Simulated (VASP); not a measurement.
Runs of VASP 6.6.1 on Au. The structure is that of space group P6_3/mmc (No. 194), or close to it. The cells are those of the table. 

| cell | k mesh | gap on the mesh (eV) | pressure (GPa) |
| --- | --- | --- | --- |
| a = 2.868, b = 2.868, c = 9.554 Å, angles 90.0, 90.0, 120.0°, 4 atoms | 13 × 13 × 4 | none | -0.3 |
| a = 2.868, b = 2.868, c = 9.554 Å, angles 90.0, 90.0, 120.0°, 4 atoms | 14 × 14 × 4 | none | -0.2 |
| a = 2.943, b = 2.943, c = 9.802 Å, angles 90.0, 90.0, 120.0°, 4 atoms | 14 × 14 × 4 | none | (b) |
| a = 2.906, b = 2.906, c = 9.680 Å, angles 90.0, 90.0, 120.0°, 4 atoms | 14 × 14 × 4 | none | -6.3 |
| a = 2.749, b = 2.749, c = 9.155 Å, angles 90.0, 90.0, 120.0°, 4 atoms | 14 × 14 × 4 | none | 31.8 |
| a = 2.830, b = 2.830, c = 9.425 Å, angles 90.0, 90.0, 120.0°, 4 atoms | 14 × 14 × 4 | none | (a) |
| a = 2.790, b = 2.790, c = 9.292 Å, angles 90.0, 90.0, 120.0°, 4 atoms | 14 × 14 × 4 | none | 18.2 |

Alike in all rows: task single point; level PBEsol; potentials or basis VASP PAW PBE potentials, release 64 (Au); no spin polarisation; cutoff (eV) 520; smearing fermi-dirac 0.1 eV.

Q: Fill in the values left out.

A: (a) 7.7; (b) -10.8.

Caveats: the PAW data sets were made with another functional, which shifts forces and pressure a little; spin-orbit coupling is left out, which moves the levels of the heavy elements.

A k mesh can miss the band edges, and the runs leave out spin-orbit coupling on Au.

A gap of «none» marks levels without a gap at the run's occupations.
